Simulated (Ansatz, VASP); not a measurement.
# ScH3: VASP beside Ansatz

```xyz
4
Lattice="0.0000 2.3540 2.3540 2.3540 0.0000 2.3540 2.3540 2.3540 0.0000" Properties=species:S:1:pos:R:3 pbc="T T T"
Sc    0.0000    0.0000    0.0000
H     2.3540    2.3540    2.3540
H     1.1770    1.1770    1.1770
H     3.5311    3.5311    3.5311
```

Alike in both runs: task single point; functional PBEsol; k mesh 10 × 10 × 10; occupations gaussian, width 0.05 eV; no spin polarisation.

```csv
,VASP,Ansatz
version,VASP 6.6.1,Ansatz 0.2.0
potentials or method,"VASP PAW PBE potentials, release 64 (Sc_sv, H), cutoff 520 eV","scalar-relativistic, plane waves, PAW"
valence electrons in the cell,14,14
```

|  | VASP | Ansatz | Ansatz less VASP |
| --- | --- | --- | --- |
| pressure (GPa) | 0.1 | -0.2 | -0.24 |

VASP's potentials were made for PBE, not for PBEsol.
